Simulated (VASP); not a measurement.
The system is BeS (rocksalt type).

```
Be S
1.0
     0.00000    2.31446    2.31446
     2.31446    0.00000    2.31446
     2.31446    2.31446    0.00000
Be S
1 1
Direct
  0.00000 0.00000 0.00000
  0.50000 0.50000 0.50000
```

Program: VASP 6.6.1. Alike in all runs: task electric field gradients; no spin polarisation; cell as given; k mesh 13 × 13 × 13; cutoff (eV) 520; smearing fermi-dirac 0.08 eV.

Question: Order these runs on this cell by their pressure, lowest first.
A. level PBEsol; potentials or basis VASP PAW PBE potentials, release 64 (Be, S)
B. level PBE; potentials or basis VASP PAW PBE potentials, release 64 (Be, S)
C. level LDA; potentials or basis VASP PAW LDA potentials, release 64 (Be, S)

Answer: C (-5.1 GPa), A (-2.7 GPa), B (-0.1 GPa).

Caveats: the PAW data sets were made with another functional, which shifts forces and pressure a little (some runs).
